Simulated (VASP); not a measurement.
A run of VASP 6.6.1 is set up as follows.

The input INCAR:

```
SYSTEM = Si5C4
ALGO = Normal
DIPOL = 0.5 0.5 0.372
EDIFF = 1E-6
EDIFFG = -0.025
ENCUT = 520
GGA = PE
IBRION = 2
IDIPOL = 3
ISIF = 2
ISMEAR = 0
ISPIN = 2
KPAR = 4
LASPH = .TRUE.
LCHARG = .FALSE.
LDIPOL = .TRUE.
LORBIT = 11
LREAL = .FALSE.
LWAVE = .FALSE.
MAGMOM = 0 0 0 0 0 0 0 0 2
NELM = 150
NSW = 36
PREC = Accurate
SIGMA = 0.05
```

Contents of KPOINTS:

```
k-points
0
G
  9 9 1
  0 0 0
```

The input POSCAR:

```
Si5C4
1.0
    3.0920147376      0.0000000000      0.0000000000
   -1.5460073688      2.6777633116      0.0000000000
    0.0000000000      0.0000000000     23.7337369325
C Si
4 5
Selective dynamics
Direct
    0.3333333333      0.6666666667      0.1685364598  F F F
    0.6666666667      0.3333333333      0.2754269373  F F F
    0.3333333333      0.6666666667      0.3835939576  F F F
    0.6666666667      0.3333333333      0.4915758428  F F F
    0.6666666667      0.3333333333      0.1950726408  F F F
    0.3333333333      0.6666666667      0.3019631184  F F F
    0.6666666667      0.3333333333      0.4085742396  F F F
    0.3333333333      0.6666666667      0.5154576781  F F F
    0.3333333333      0.6666666667      0.6089954133  F F T
```

Potentials or basis: VASP PAW PBE potentials, release 64 (C, Si).

Launch:

```sh
$ cat potpaw_PBE.64/C/POTCAR potpaw_PBE.64/Si/POTCAR > POTCAR
$ mpirun -np 4 vasp_std > vasp.out
```

Predict the energy gained by relaxing.

22.6 meV/atom.

What does it give for the band gap on the k mesh?

Zero (filled and empty bands overlap).

Estimate the net moment.

0.00 μB per cell.

Step by step:
```csv
step,energy change (eV),largest force on free atoms (eV/Å),pressure (GPa)
1,0.0000,2.1910,-0.05
2,-0.1586,0.8940,-0.88
3,-0.2020,0.1340,-1.62
4,-0.2034,0.0265,-1.54
5,-0.2034,0.0016,-1.52
```
